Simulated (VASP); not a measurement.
Input of a VASP 6.6.1 run:

Contents of POSCAR:

```
BN
1.0
    1.8130010000     -1.8130010000      0.0000000000
    1.8130010000      0.0000000000     -1.8130010000
    7.2520040000      7.2520040000      7.2520040000
B N
6 6
Direct
    0.6666666667      0.6666666667      0.1666666667
    0.0000000000      0.0000000000      0.0000000000
    0.3333333333      0.3333333333      0.3333333333
    0.6666666667      0.6666666667      0.6666666667
    0.0000000000      0.0000000000      0.5000000000
    0.3333333333      0.3333333333      0.8333333333
    0.6666666667      0.6666666667      0.5416666667
    1.0000000000      1.0000000000      0.3750000000
    0.3333333333      0.3333333333      0.7083333333
    0.6666666667      0.6666666667      0.0416666667
    0.0000000000      0.0000000000      0.8750000000
    0.3333333333      0.3333333333      0.2083333333
```

File INCAR.step1:

```
SYSTEM = BN
ALGO = Normal
EDIFF = 1E-5
ENCUT = 910
GGA = PE
GGA_COMPAT = .False.
ISMEAR = 0
LASPH = .True.
LCHARG = .False.
LREAL = .False.
LWAVE = .True.
NBANDS = 36
NELM = 120
PREC = Accurate
SIGMA = 0.05
```

File INCAR.step2:

```
SYSTEM = BN
ALGO = Normal
EDIFF = 1E-6
ENCUT = 910
GGA_COMPAT = .False.
ISIF = 2
ISMEAR = 0
ISTART = 1
LASPH = .True.
LCHARG = .False.
LMIXTAU = .True.
LREAL = .False.
LWAVE = .False.
METAGGA = R2SCAN
NBANDS = 36
NELM = 120
PREC = Accurate
SIGMA = 0.05
```

Contents of KPOINTS:

```
k-points
0
Gamma
  10 10 2
  0 0 0
```

Potentials or basis: VASP PAW PBE potentials, release 64 (B_h, N_h).

Command:

```console
$ cat potpaw_PBE.64/B_h/POTCAR potpaw_PBE.64/N_h/POTCAR > POTCAR
$ cp INCAR.step1 INCAR
$ mpirun -np 1 vasp_std > vasp.out
$ cp INCAR.step2 INCAR
$ mpirun -np 1 vasp_std > vasp.out
```

**Question.** Predict the band gap on the k mesh.

**Answer.** 4.98 eV.

**Question.** Estimate the pressure.

**Answer.** -5.8 GPa.

Caveat: the cutoff is under 1.25 times the usual one of these potentials, so pressure, stress and relaxed cells hold a basis-set (Pulay) error; the cell stands under tension; the PAW data sets were made with another functional, which shifts forces and pressure a little. A k mesh can miss the band edges.
